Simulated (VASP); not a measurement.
# C in VASP: notebook, part 2 of 2

VASP 6.6.1. Earlier steps stand in the parts before.

**3. Single point, PBE**

The input, INCAR:

```
SYSTEM = C
ALGO = Normal
EDIFF = 1E-7
ENCUT = 520
GGA = PE
ISIF = 2
ISMEAR = 0
LASPH = .TRUE.
LCHARG = .FALSE.
LREAL = .FALSE.
LWAVE = .FALSE.
NBANDS = 16
NELM = 80
PREC = Accurate
SIGMA = 0.1
```

The input, KPOINTS:

```
k-points
0
G
  15 15 2
  0 0 0
```

The input, POSCAR:

```
C
1.0
    2.4665086558      0.0000000000      0.0000000000
   -1.2332543279      2.1360591546      0.0000000000
    0.0000000000      0.0000000000     24.0320584893
C
4
Direct
    0.0000000000      0.0000000000      0.5915145690
    0.0000000000      0.0000000000      0.4084854310
    0.3333333333      0.6666666667      0.4084786202
    0.6666666667      0.3333333333      0.5915213798
```

Potentials or basis: VASP PAW PBE potentials, release 64 (C).

Started as:

```bash
$ cat potpaw_PBE.64/C/POTCAR > POTCAR
$ mpirun -np 1 vasp_std > vasp.out
```

OUTCAR:

```text
SYSTEM = C
   EDIFF = 1E-7
   ENCUT = 520
   GGA = PE
   ISIF = 2
   ISMEAR = 0
   LASPH = .TRUE.
   LREAL = .FALSE.
   NELM = 80
   PREC = Accurate

 ion  position               nearest neighbor table
   1  0.000  0.000  0.592-   4 1.42   4 1.42   4 1.42
   2  0.000  0.000  0.408-   3 1.42   3 1.42   3 1.42
   3  0.333  0.667  0.408-   2 1.42   2 1.42   2 1.42
   4  0.667  0.333  0.592-   1 1.42   1 1.42   1 1.42

  LATTYP: Found a hexagonal cell.
 ALAT       =     2.4665086558
 C/A-ratio  =     9.7433505586

  Lattice vectors:

 A1 = (   2.4665086558,   0.0000000000,   0.0000000000)
 A2 = (  -1.2332543279,   2.1360591546,   0.0000000000)
 A3 = (   0.0000000000,   0.0000000000,  24.0320584893)

Analysis of symmetry for initial positions (statically):
=====================================================================
 Subroutine PRICEL returns:
 Original cell was already a primitive cell.

 Routine SETGRP: Setting up the symmetry group for a
 hexagonal supercell.

 Subroutine GETGRP returns: Found 12 space group operations
 (whereof 12 operations were pure point group operations)
 out of a pool of 24 trial point group operations.

The static configuration has the point symmetry D_3d.

Analysis of symmetry for dynamics (positions and initial velocities):
=====================================================================
 Subroutine PRICEL returns:
 Original cell was already a primitive cell.

 Routine SETGRP: Setting up the symmetry group for a
 hexagonal supercell.

 Subroutine GETGRP returns: Found 12 space group operations
 (whereof 12 operations were pure point group operations)
 out of a pool of 24 trial point group operations.

The dynamic configuration has the point symmetry D_3d.

 Subroutine INISYM returns: Found 12 space group operations
 (whereof 12 operations are pure point group operations),
 and found     1 'primitive' translations

----------------------------------------------------------------------------------------

                                     Primitive cell

  volume of cell :     126.6155

  direct lattice vectors                    reciprocal lattice vectors
     2.466508656  0.000000000  0.000000000     0.405431377  0.234075914  0.000000000
    -1.233254328  2.136059155  0.000000000     0.000000000  0.468151829  0.000000000
     0.000000000  0.000000000 24.032058489     0.000000000  0.000000000  0.041611084

  length of vectors
     2.466508656  2.466508656 24.032058489     0.468151829  0.468151829  0.041611084

  position of ions in fractional coordinates (direct lattice)
     0.000000000  0.000000000  0.591514569
     0.000000000  0.000000000  0.408485431
     0.333333333  0.666666667  0.408478620
     0.666666667  0.333333333  0.591521380

  ion indices of the primitive-cell ions
   primitive index   ion index
                 1           1
                 2           2
                 3           3
                 4           4

----------------------------------------------------------------------------------------

 KPOINTS: k-points

Automatic generation of k-mesh.
 Grid dimensions read from file:
 generate k-points for:   15   15    2

 Generating k-lattice:

  Cartesian coordinates                     Fractional coordinates (reciprocal lattice)
     0.027028758  0.015605061  0.000000000     0.066666667  0.000000000  0.000000000
     0.000000000  0.031210122  0.000000000     0.000000000  0.066666667  0.000000000
     0.000000000  0.000000000  0.020805542     0.000000000  0.000000000  0.500000000

  Length of vectors
     0.031210122  0.031210122  0.020805542

  Shift w.r.t. Gamma in fractional coordinates (k-lattice)
     0.000000000  0.000000000  0.000000000

 Subroutine IBZKPT returns following result:
 ===========================================

 Found     54 irreducible k-points:

 Following reciprocal coordinates:
            Coordinates               Weight
  0.000000  0.000000  0.000000      1.000000
  0.066667  0.000000  0.000000      6.000000
  0.133333  0.000000  0.000000      6.000000
  0.200000  0.000000  0.000000      6.000000
  0.266667  0.000000  0.000000      6.000000
  0.333333  0.000000  0.000000      6.000000
[... 16 lines left out ...]
  0.333333  0.200000  0.000000     12.000000
  0.400000  0.200000  0.000000      6.000000
 [... further k-points ...]
   k-points           NKPTS =     54   k-points in BZ     NKDIM =     54   number of bands    NBANDS=     16
   number of dos      NEDOS =    301   number of ions     NIONS =      4
   total plane-waves  NPLWV =  58320
   dimension x,y,z NGX =    18 NGY =   18 NGZ =  180
   dimension x,y,z NGXF=    36 NGYF=   36 NGZF=  360
   ions per type =               4
   NGX,Y,Z   is equivalent  to a cutoff of  12.13, 12.13, 12.45 a.u.
   NGXF,Y,Z  is equivalent  to a cutoff of  24.26, 24.26, 24.90 a.u.
 SYSTEM =  C
   PREC   = accura    normal or accurate (medium, high low for compatibility)
   ISTART =      0    job   : 0-new  1-cont  2-samecut
   ICHARG =      2    charge: 1-file 2-atom 10-const
   ISPIN  =      1    spin polarized calculation?
   LNONCOLLINEAR =      F non collinear calculations
   LSORBIT =      F    spin-orbit coupling
   LASPH  =      T    aspherical Exc in radial PAW
   ENCUT  =  520.0 eV  38.22 Ry    6.18 a.u.   4.59  4.59 44.68*2*pi/ulx,y,z
   NELM   =     80;   NELMIN=  2; NELMDL= -5     # of ELM steps
   EDIFF  = 0.1E-06   stopping-criterion for ELM
   LREAL  =      F    real-space projection
   EDIFFG = 0.1E-05   stopping-criterion for IOM
   NSW    =      0    number of steps for IOM
   IBRION =     -1    ionic relax: 0-MD 1-quasi-New 2-CG
   NFREE  =      0    steps in history (QN), initial steepest desc. (CG)
   ISIF   =      2    stress and relaxation
   ISYM   =      2    0-nonsym 1-usesym 2-fastsym
   POTIM  = 0.5000    time-step for ionic-motion
   TEBEG  =    0.0;   TEEND  =   0.0 temperature during run
   PSTRESS=    0.0 pullay stress
   NELECT =      16.0000    total number of electrons
   NUPDOWN=      -1.0000    fix difference up-down
   EMIN   =  10.00;   EMAX   =-10.00  energy-range for DOS
   EFERMI =   0.00;   METHOD = LEGACY
   ISMEAR =     0;   SIGMA  =   0.10  broadening in eV -4-tet -1-fermi 0-gaus
   EFERMI_NEDOS =   21; number of points for ismear=-14 and -15
   IALGO  =     38    algorithm
   IMIX   =      4    mixing-type and parameters
     AMIX     =   0.40;   BMIX     =  1.00
     AMIX_MAG =   1.60;   BMIX_MAG =  1.00
  volume/ion in A,a.u.               =      31.65       213.61
  Fermi-wavevector in a.u.,A,eV,Ry     =   0.821522  1.552451  9.182550  0.674898
  Thomas-Fermi vector in A             =   1.932696
   LORBIT       =      0    0 simple, 1 ext, 2 COOP (PROOUT), +10 PAW based schemes
   GGA     = PE    functional components
   LHFCALC =     F    Hartree Fock is set to
   AEXX    =    0.0000 exact exchange contribution
   IVDW    =     0    specifies the selected vdW correction
   LEPSILON=     F    determine dielectric tensor
   LRPA    =     F    only Hartree local field effects (RPA)
 non-spin polarized calculation
 Gauss-broadening in eV      SIGMA  =   0.10
  energy-cutoff  :      520.00
  volume of cell :      126.62
 maximum number of plane-waves:      3462
   NGX =  9   NGY =  9   NGZ = 89

 number of electron      15.9999993 magnetization

 Free energy of the ion-electron system (eV)
  ---------------------------------------------------
  ext. energy  EPLUGINS =         0.00000000
  ---------------------------------------------------
  free energy    TOTEN  =       -36.90071307 eV

  energy without entropy =      -36.89894119  energy(sigma->0) =      -36.89982713

 E-fermi :  -1.7485     XC(G=0):  -3.3545

 val. band max:       -1.7486291734   @ k =   0.3333   0.3333   0.5000
 cond. band min:      -1.6968834078   @ k =   0.3333   0.3333   0.0000
 fundamental gap:      0.0517457655
 Fermi energy:        -1.7485477323

 k-point     1 :       0.0000    0.0000    0.0000
  band No.  band energies     occupation
      1     -21.2717      2.00000
      2     -21.2586      2.00000
      3      -9.4583      2.00000
      4      -9.2634      2.00000
      5      -4.7942      2.00000
      6      -4.7942      2.00000
[... 8 lines left out ...]
     15       5.3867      0.00000
     16       6.5528      0.00000
[... 419 lines left out ...]
 k-point    24 :       0.4000    0.2000    0.0000
  band No.  band energies     occupation
      1     -15.4219      2.00000
      2     -15.4181      2.00000
      3     -14.4300      2.00000
      4     -14.4273      2.00000
      5     -10.5926      2.00000
      6     -10.5893      2.00000
[... 8 lines left out ...]
     15      10.0049      0.00000
     16      10.1602      0.00000

 [... further k-points ...]
[... 5 lines left out ...]
  --------------------------------------------------------------------------------------
  -------------------------------------------------------------------------------------
  Total        0.1602731      0.1602731     -0.0238171      0.0000000      0.0000000      0.0000000
  in kB        2.0280764      2.0280764     -0.3013791      0.0000000      0.0000000      0.0000000
  external PRESSURE =       1.2515912 kB  Pullay stress =       0.0000000 kB

 VOLUME and BASIS-vectors are now :
 -----------------------------------------------------------------------------
  energy-cutoff  :      520.00
  volume of cell :      126.62
      direct lattice vectors                 reciprocal lattice vectors
     2.466508656  0.000000000  0.000000000     0.405431377  0.234075914  0.000000000
    -1.233254328  2.136059155  0.000000000     0.000000000  0.468151829  0.000000000
     0.000000000  0.000000000 24.032058489     0.000000000  0.000000000  0.041611084

 POSITION                                       TOTAL-FORCE (eV/Angst)
 -----------------------------------------------------------------------------------
      0.00000      0.00000     14.21531         0.000000     -0.000000      0.001596
      0.00000      0.00000      9.81675        -0.000000      0.000000     -0.001596
     -0.00000      1.42404      9.81658         0.000000      0.000000      0.002388
      1.23325      0.71202     14.21548        -0.000000     -0.000000     -0.002388
 -----------------------------------------------------------------------------------
    total drift:                               -0.000000      0.000000     -0.000000

  FREE ENERGIE OF THE ION-ELECTRON SYSTEM (eV)
  ---------------------------------------------------
  free  energy   TOTEN  =       -36.9007130729 eV

  energy  without entropy=      -36.8989411902  energy(sigma->0) =      -36.89982713
```

OSZICAR:

```text
N       E                     dE             d eps       ncg     rms          rms(c)
DAV:   1     0.112077849504E+03    0.11208E+03   -0.61671E+03  1728   0.773E+02
DAV:   2    -0.271596018881E+02   -0.13924E+03   -0.12334E+03  2672   0.183E+02
DAV:   3    -0.391746938091E+02   -0.12015E+02   -0.11901E+02  2320   0.601E+01
[... 15 lines left out ...]
DAV:  19    -0.369007119359E+02   -0.36386E-05   -0.85363E-08  1728   0.149E-03    0.806E-04
DAV:  20    -0.369007126820E+02   -0.74607E-06   -0.37157E-08  1544   0.102E-03    0.198E-04
DAV:  21    -0.369007129175E+02   -0.23547E-06   -0.23440E-09  1600   0.348E-04    0.958E-05
DAV:  22    -0.369007130216E+02   -0.10412E-06   -0.40228E-10  1664   0.126E-04    0.411E-05
DAV:  23    -0.369007130729E+02   -0.51293E-07   -0.52217E-10  1512   0.109E-04
   1 F= -.36900713E+02 E0= -.36899827E+02  d E =-.177188E-02
```

Run time: 2 min. Hardware: 1 thread of Intel Xeon Platinum 8259CL at 2.50GHz (Skylake/Cascade Lake), shared host; peak memory 0.26 GiB.

Results:

```yaml
Free_energy: -36.9007 eV
Band_gap_on_the_k_mesh: zero (filled and empty bands touch)
```

Forces in eV/Å, atoms in the order of the input:
```
C    0.000  0.000  0.002
C    0.000  0.000 -0.002
C    0.000  0.000  0.002
C    0.000  0.000 -0.002
```
